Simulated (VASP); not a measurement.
Input of a VASP 6.6.1 run:

The input INCAR:

```
PREC = Accurate
ENCUT = 520
EDIFF = 1E-6
ISMEAR = 0
SIGMA = 0.01
LREAL = False
LASPH = True
NELM = 60
ALGO = Normal
ISIF = 2
LWAVE = False
LCHARG = True
LELF = True
LVHAR = True
NBANDS = 11
```

Contents of KPOINTS:

```
Automatic mesh
0
Gamma
  8 8 8
```

Contents of POSCAR:

```
BeTe
1.0
    2.8049972137      2.8049972137      0.0000000000
   -2.8049972137      2.8049972137      0.0000000000
    0.0000000000      2.8049972137      2.7532839829
Be Te
1 1
Direct
    0.0000000000      0.0000000000      0.0000000000
    0.7500000000      0.2500000000      0.5000000000
```

Potentials or basis: VASP PAW LDA potentials, release 64 (Be, Te).

Run with:

```bash
$ cat potpaw_LDA.64/Be/POTCAR potpaw_LDA.64/Te/POTCAR > POTCAR
$ mpirun -np 1 vasp_std > vasp.out
```

Estimate the pressure.

-0.4 GPa.

What does it give for the band gap on the k mesh?

1.65 eV, indirect (least direct gap 3.47 eV).

Stress tensor (GPa, compression positive):
```
-0.81  0.00  0.00
 0.00 -0.81  0.00
 0.00  0.00  0.31
```

Caveat: the cell differs from its parent crystal (in-plane strain +0.01, then relaxed in part); spin-orbit coupling is left out, which moves the levels of the heavy elements. A k mesh can miss the band edges.
